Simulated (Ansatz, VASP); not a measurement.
One calculation of InSb, two programs

```
CELL_PARAMETERS angstrom
0.00000 3.17432 3.23910
3.17432 0.00000 3.23910
3.17432 3.17432 0.00000
ATOMIC_POSITIONS crystal
In 0.00000 0.00000 0.00000
Sb 0.75000 0.75000 0.75000
```

Change from the starting cell: equal xx and yy strain of -2 %, crystal datasets.

Alike in both runs: task electric field gradients; functional LDA; k mesh 10 × 10 × 10; occupations fermi-dirac, width 0.03 eV; no spin polarisation.

|  | VASP | Ansatz |
| --- | --- | --- |
| version | VASP 6.6.1 | Ansatz 0.2.0 |
| potentials or method | VASP PAW LDA potentials, release 64 (In_d, Sb), cutoff 520 eV | all-electron PAW with datasets made for the crystal, scalar-relativistic |

|  | VASP | Ansatz | Ansatz less VASP |
| --- | --- | --- | --- |
| pressure (GPa) | 1.5 | 1.4 | -0.09 |
| traceless stress, the component that is largest in VASP (GPa) | -0.40 | -0.40 | +0.001 |
| size of Vzz on the site where it differs most (V/Å²) | 5.3 | 5.7 | +0.48 |

LDA's correlation is that of Perdew and Zunger in VASP and of Perdew and Wang (1992) in Ansatz. Ansatz ran all-electron here, and VASP with PAW potentials.

Neither program's run includes spin-orbit coupling.
